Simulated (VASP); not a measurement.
# BN (P3m1) in VASP: further runs

The runs below take BN through single point, with PBE+D3(BJ).

Everything below comes from runs of VASP 6.6.1. Logs are shortened: lines on timing, memory, paths and dates and some standing lists are left out, and cuts for length are marked.

## 1. The cell of the first run

Symmetry: P3m1, No. 156, trigonal system. The conventional cell has a = 2.506 Å, b = 2.506 Å, c = 9.735 Å, α = 90.00°, β = 90.00°, γ = 120.00°. B (site symmetry 3m) has 3 N at 1.45 Å within 1.9 Å. Within 1.9 Å of B (site symmetry 3m) lie 3 N at 1.45 Å. Within 1.9 Å of B (site symmetry 3m) lie 3 N at 1.45 Å. Within 1.9 Å of N (site symmetry 3m) lie 3 B at 1.45 Å. N (site symmetry 3m) has 3 B at 1.45 Å within 1.9 Å. Within 1.9 Å of N (site symmetry 3m) lie 3 B at 1.45 Å.

## 2. Single point, PBE+D3(BJ)

The input, INCAR:

```
SYSTEM = BN
PREC     = Accurate       ! precision mode
ENCUT    = 520            ! plane-wave cutoff, eV
EDIFF    = 1E-6           ! SCF threshold, eV
ISMEAR   = 0              ! smearing method
SIGMA    = 0.05           ! smearing width, eV
LREAL    = .False.        ! projectors in reciprocal space
LASPH    = .True.         ! aspherical terms in the spheres
NELM     = 80             ! most SCF steps
ALGO     = Normal         ! electronic algorithm
ISIF     = 2              ! what is computed and relaxed
LWAVE    = .False.        ! write WAVECAR
LCHARG   = .True.         ! write CHGCAR
GGA      = PE             ! functional
IVDW     = 12             ! dispersion correction
LELF     = .True.         ! ELF
LVHAR    = .True.       
NBANDS   = 21             ! bands
```

The input, KPOINTS:

```
regular mesh
0
Gamma
  10 10 3
  0 0 0
```

The input, POSCAR:

```
BN
1.0
   -1.2530569071     -2.1703582278      0.0000000000
    1.2530569071     -2.1703582278      0.0000000000
    0.0000000000      0.0000000000      9.7346513545
B N
3 3
Direct
    1.0000000000      1.0000000000      0.5078542538
    0.3333333333      0.3333333333      0.8463238779
    0.6666666667      0.6666666667      0.1693846297
    1.0000000000      1.0000000000      0.8460239042
    0.3333333333      0.3333333333      0.1690846560
    0.6666666667      0.6666666667      0.5075542801
```

Potentials or basis: VASP PAW PBE potentials, release 64 (B, N).

On the command line:

```sh
> cat potpaw_PBE.64/B/POTCAR potpaw_PBE.64/N/POTCAR > POTCAR
> mpirun -np 1 vasp_std > vasp.out
```

OUTCAR:

```text
SYSTEM = BN
   PREC = Accurate
   ENCUT = 520
   EDIFF = 1E-6
   ISMEAR = 0
   LREAL = .False.
   LASPH = .True.
   NELM = 80
   ISIF = 2
   GGA = PE
   IVDW = 12
 IVDW          = 12

 ion  position               nearest neighbor table
   1  0.000  0.000  0.508-   6 1.45   6 1.45   6 1.45
   2  0.333  0.333  0.846-   4 1.45   4 1.45   4 1.45
   3  0.667  0.667  0.169-   5 1.45   5 1.45   5 1.45
   4  0.000  0.000  0.846-   2 1.45   2 1.45   2 1.45
   5  0.333  0.333  0.169-   3 1.45   3 1.45   3 1.45
   6  0.667  0.667  0.508-   1 1.45   1 1.45   1 1.45

  LATTYP: Found a hexagonal cell.
 ALAT       =     2.5061138141
 C/A-ratio  =     3.8843612367

  Lattice vectors:

 A1 = (  -1.2530569071,   2.1703582278,   0.0000000000)
 A2 = (  -1.2530569071,  -2.1703582278,   0.0000000000)
 A3 = (   0.0000000000,   0.0000000000,   9.7346513545)

Analysis of symmetry for initial positions (statically):
=====================================================================
 Subroutine PRICEL returns:
 Original cell was already a primitive cell.

 Routine SETGRP: Setting up the symmetry group for a
 hexagonal supercell.

 Subroutine GETGRP returns: Found  6 space group operations
 (whereof  6 operations were pure point group operations)
 out of a pool of 24 trial point group operations.

The static configuration has the point symmetry C_3v.

Analysis of symmetry for dynamics (positions and initial velocities):
=====================================================================
 Subroutine PRICEL returns:
 Original cell was already a primitive cell.

 Routine SETGRP: Setting up the symmetry group for a
 hexagonal supercell.

 Subroutine GETGRP returns: Found  6 space group operations
 (whereof  6 operations were pure point group operations)
 out of a pool of 24 trial point group operations.

The dynamic configuration has the point symmetry C_3v.

 Subroutine INISYM returns: Found  6 space group operations
 (whereof  6 operations are pure point group operations),
 and found     1 'primitive' translations

----------------------------------------------------------------------------------------

                                     Primitive cell

  volume of cell :      52.9484

  direct lattice vectors                    reciprocal lattice vectors
    -1.253056907 -2.170358228  0.000000000    -0.399024176 -0.230376716  0.000000000
     1.253056907 -2.170358228  0.000000000     0.399024176 -0.230376716  0.000000000
     0.000000000  0.000000000  9.734651355     0.000000000  0.000000000  0.102725816

  length of vectors
     2.506113814  2.506113814  9.734651355     0.460753431  0.460753431  0.102725816

  position of ions in fractional coordinates (direct lattice)
     0.000000000  0.000000000  0.507854254
     0.333333333  0.333333333  0.846323878
     0.666666667  0.666666667  0.169384630
     0.000000000  0.000000000  0.846023904
     0.333333333  0.333333333  0.169084656
     0.666666667  0.666666667  0.507554280

  ion indices of the primitive-cell ions
   primitive index   ion index
                 1           1
                 2           2
                 3           3
                 4           4
                 5           5
                 6           6

----------------------------------------------------------------------------------------

 KPOINTS: regular mesh

Automatic generation of k-mesh.
 Grid dimensions read from file:
 generate k-points for:   10   10    3

 Generating k-lattice:

  Cartesian coordinates                     Fractional coordinates (reciprocal lattice)
    -0.039902418 -0.023037672  0.000000000     0.100000000 -0.000000000  0.000000000
     0.039902418 -0.023037672  0.000000000    -0.000000000  0.100000000  0.000000000
     0.000000000  0.000000000  0.034241939     0.000000000  0.000000000  0.333333333

  Length of vectors
     0.046075343  0.046075343  0.034241939

  Shift w.r.t. Gamma in fractional coordinates (k-lattice)
     0.000000000  0.000000000  0.000000000

 Subroutine IBZKPT returns following result:
 ===========================================

 Found     36 irreducible k-points:

 Following reciprocal coordinates:
            Coordinates               Weight
  0.000000  0.000000  0.000000      1.000000
  0.100000  0.000000  0.000000      6.000000
  0.200000  0.000000  0.000000      6.000000
  0.300000  0.000000  0.000000      6.000000
  0.400000 -0.000000  0.000000      6.000000
  0.500000  0.000000  0.000000      3.000000
[... 16 lines left out ...]
  0.400000  0.400000  0.333333      6.000000
  0.500000  0.000000  0.333333      6.000000
 [... further k-points ...]
   k-points           NKPTS =     36   k-points in BZ     NKDIM =     36   number of bands    NBANDS=     21
   number of dos      NEDOS =    301   number of ions     NIONS =      6
   total plane-waves  NPLWV =  28800
   dimension x,y,z NGX =    20 NGY =   20 NGZ =   72
   dimension x,y,z NGXF=    40 NGYF=   40 NGZF=  144
   ions per type =               3   3
   NGX,Y,Z   is equivalent  to a cutoff of  13.27, 13.27, 12.30 a.u.
   NGXF,Y,Z  is equivalent  to a cutoff of  26.53, 26.53, 24.59 a.u.
 SYSTEM =  BN
   PREC   = accura    normal or accurate (medium, high low for compatibility)
   ISTART =      0    job   : 0-new  1-cont  2-samecut
   ICHARG =      2    charge: 1-file 2-atom 10-const
   ISPIN  =      1    spin polarized calculation?
   LNONCOLLINEAR =      F non collinear calculations
   LSORBIT =      F    spin-orbit coupling
   LASPH  =      T    aspherical Exc in radial PAW
   ENCUT  =  520.0 eV  38.22 Ry    6.18 a.u.   4.66  4.66 18.10*2*pi/ulx,y,z
   NELM   =     80;   NELMIN=  2; NELMDL= -5     # of ELM steps
   EDIFF  = 0.1E-05   stopping-criterion for ELM
   LREAL  =      F    real-space projection
   EDIFFG = 0.1E-04   stopping-criterion for IOM
   NSW    =      0    number of steps for IOM
   IBRION =     -1    ionic relax: 0-MD 1-quasi-New 2-CG
   NFREE  =      0    steps in history (QN), initial steepest desc. (CG)
   ISIF   =      2    stress and relaxation
   ISYM   =      2    0-nonsym 1-usesym 2-fastsym
   POTIM  = 0.5000    time-step for ionic-motion
   TEBEG  =    0.0;   TEEND  =   0.0 temperature during run
   PSTRESS=    0.0 pullay stress
   NELECT =      24.0000    total number of electrons
   NUPDOWN=      -1.0000    fix difference up-down
   EMIN   =  10.00;   EMAX   =-10.00  energy-range for DOS
   EFERMI =   0.00;   METHOD = LEGACY
   ISMEAR =     0;   SIGMA  =   0.05  broadening in eV -4-tet -1-fermi 0-gaus
   EFERMI_NEDOS =   21; number of points for ismear=-14 and -15
   IALGO  =     38    algorithm
   IMIX   =      4    mixing-type and parameters
     AMIX     =   0.40;   BMIX     =  1.00
     AMIX_MAG =   1.60;   BMIX_MAG =  1.00
  volume/ion in A,a.u.               =       8.82        59.55
  Fermi-wavevector in a.u.,A,eV,Ry     =   1.257557  2.376438 21.516931  1.581450
  Thomas-Fermi vector in A             =   2.391210
   LORBIT       =      0    0 simple, 1 ext, 2 COOP (PROOUT), +10 PAW based schemes
   GGA     = PE    functional components
   LHFCALC =     F    Hartree Fock is set to
   AEXX    =    0.0000 exact exchange contribution
   IVDW    =    12    specifies the selected vdW correction
   LEPSILON=     F    determine dielectric tensor
   LRPA    =     F    only Hartree local field effects (RPA)
 non-spin polarized calculation
 Gauss-broadening in eV      SIGMA  =   0.05
  energy-cutoff  :      520.00
  volume of cell :       52.95
 maximum number of plane-waves:      1453
   NGX =  9   NGY =  9   NGZ = 37

 number of electron      24.0000000 magnetization

 Free energy of the ion-electron system (eV)
  ---------------------------------------------------
  ext. energy  EPLUGINS =         0.00000000
  ---------------------------------------------------
  free energy    TOTEN  =       -52.70437693 eV

  energy without entropy =      -52.70437693  energy(sigma->0) =      -52.70437693

 E-fermi :   2.7963     XC(G=0): -10.2252

 val. band max:        2.4945870479   @ k =  -0.4000   0.3000   0.0000
 cond. band min:       6.6140949299   @ k =   0.5000   0.0000   0.0000
 fundamental gap:      4.1195078820
 Fermi energy:         2.7963019037

 k-point     1 :       0.0000    0.0000    0.0000
  band No.  band energies     occupation
      1     -15.3720      2.00000
      2     -15.1282      2.00000
      3     -15.0879      2.00000
      4      -3.4420      2.00000
      5      -3.2786      2.00000
      6      -1.4921      2.00000
[... 13 lines left out ...]
     20      14.0861      0.00000
     21      14.0861      0.00000

 k-point     2 :       0.1000    0.0000    0.0000
  band No.  band energies     occupation
      1     -15.1762      2.00000
      2     -14.9378      2.00000
      3     -14.8981      2.00000
      4      -3.1792      2.00000
      5      -3.0170      2.00000
      6      -1.2557      2.00000
[... 13 lines left out ...]
     20      14.8688      0.00000
     21      14.9210      0.00000

 k-point     3 :       0.2000    0.0000    0.0000
  band No.  band energies     occupation
      1     -14.6047      2.00000
      2     -14.3828      2.00000
      3     -14.3450      2.00000
      4      -2.4208      2.00000
      5      -2.2674      2.00000
      6      -1.5558      2.00000
[... 13 lines left out ...]
     20      15.2848      0.00000
     21      15.5002      0.00000

 k-point     4 :       0.3000    0.0000    0.0000
  band No.  band energies     occupation
      1     -13.7206      2.00000
      2     -13.5294      2.00000
      3     -13.4949      2.00000
      4      -3.7879      2.00000
      5      -3.7115      2.00000
      6      -3.6673      2.00000
[... 13 lines left out ...]
     20      15.7167      0.00000
     21      16.0874      0.00000

 k-point     5 :       0.4000   -0.0000    0.0000
  band No.  band energies     occupation
      1     -12.7161      2.00000
      2     -12.5832      2.00000
      3     -12.5499      2.00000
      4      -5.6693      2.00000
      5      -5.5949      2.00000
      6      -5.5227      2.00000
[... 13 lines left out ...]
     20      16.5044      0.00000
     21      16.8092      0.00000
[... 382 lines left out ...]
     20      14.4182      0.00000
     21      17.7882      0.00000

 k-point    22 :       0.4000   -0.0000    0.3333
  band No.  band energies     occupation
      1     -12.6942      2.00000
      2     -12.6356      2.00000
      3     -12.5193      2.00000
      4      -5.6825      2.00000
      5      -5.5665      2.00000
      6      -5.5372      2.00000
[... 13 lines left out ...]
     20      15.3640      0.00000
     21      17.3318      0.00000

 k-point    23 :       0.4000    0.4000    0.3333
  band No.  band energies     occupation
      1     -12.7030      2.00000
      2     -12.6202      2.00000
      3     -12.5260      2.00000
      4      -5.6624      2.00000
      5      -5.6080      2.00000
      6      -5.5159      2.00000
[... 13 lines left out ...]
     20      15.3699      0.00000
     21      17.5730      0.00000

 k-point    24 :       0.5000    0.0000    0.3333
  band No.  band energies     occupation
      1     -12.1648      2.00000
      2     -12.1034      2.00000
      3     -12.0690      2.00000
      4      -6.5048      2.00000
      5      -6.4022      2.00000
      6      -6.3524      2.00000
[... 13 lines left out ...]
     20      16.0223      0.00000
     21      16.6137      0.00000

 [... further k-points ...]

------------------------ aborting loop because EDIFF is reached ----------------------------------------

 Edisp (eV)   -0.87004

 E8    (eV) :    -0.2557

  FORCE on cell =-STRESS in cart. coord.  units (eV):
  Direction    XX          YY          ZZ          XY          YZ          ZX
  --------------------------------------------------------------------------------------
  -------------------------------------------------------------------------------------
  Total       0.04375     0.04375     0.14711     0.00000    -0.00000     0.00000
  in kB       1.32383     1.32383     4.45153     0.00000    -0.00000     0.00000
  external pressure =        2.37 kB  Pullay stress =        0.00 kB

 VOLUME and BASIS-vectors are now :
 -----------------------------------------------------------------------------
  energy-cutoff  :      520.00
  volume of cell :       52.95
      direct lattice vectors                 reciprocal lattice vectors
    -1.253056907 -2.170358228  0.000000000    -0.399024176 -0.230376716  0.000000000
     1.253056907 -2.170358228  0.000000000     0.399024176 -0.230376716  0.000000000
     0.000000000  0.000000000  9.734651355     0.000000000  0.000000000  0.102725816

 POSITION                                       TOTAL-FORCE (eV/Angst)
 -----------------------------------------------------------------------------------
      0.00000      0.00000      4.94378        -0.000000      0.000000      0.005417
      0.00000     -1.44691      8.23867        -0.000000      0.000000     -0.015301
      0.00000     -2.89381      1.64890         0.000000      0.000000      0.033912
      0.00000      0.00000      8.23575         0.000000     -0.000000     -0.048542
      0.00000     -1.44691      1.64598         0.000000     -0.000000      0.029941
      0.00000     -2.89381      4.94086         0.000000     -0.000000     -0.005428
 -----------------------------------------------------------------------------------
    total drift:                                0.000000      0.000001     -0.000172

  FREE ENERGIE OF THE ION-ELECTRON SYSTEM (eV)
  ---------------------------------------------------
  free  energy   TOTEN  =       -53.5744167309 eV

  energy  without entropy=      -53.5744167309  energy(sigma->0) =      -53.57441673
```

Run time: 23 s. Hardware: 1 thread of Intel Xeon Platinum 8559C (Emerald Rapids), shared host; peak memory 0.19 GiB.

Results:

- Free energy: -53.5744 eV
- Pressure: 0.2 GPa
- Largest force: 0.049 eV/Å
- Band gap on the k mesh: 4.12 eV
- Dispersion energy per atom: -0.145 eV

Forces in eV/Å, atoms in the order of the input:
```
B    0.000  0.000  0.005
B    0.000  0.000 -0.015
B    0.000  0.000  0.034
N    0.000  0.000 -0.049
N    0.000  0.000  0.030
N    0.000  0.000 -0.005
```

Stress tensor (GPa, compression positive):
```
0.13 0.00 0.00
0.00 0.13 0.00
0.00 0.00 0.45
```

Levels at points of the mesh, in eV from the valence-band top:
| k point | band 10 | band 11 | band 12 | band 13 | band 14 | band 15 |
| --- | --- | --- | --- | --- | --- | --- |
| (0.00, 0.00, 0.00) | -1.36 | -1.34 | -1.34 | 5.34 | 8.95 | 9.19 |
| (0.50, 0.00, 0.00) | -1.31 | -0.86 | -0.81 | 4.12 | 5.14 | 5.20 |

A k mesh can miss the band edges. PBE gaps usually lie below the measured ones, often by a third to a half.

(Continued in part 2 of 2.)
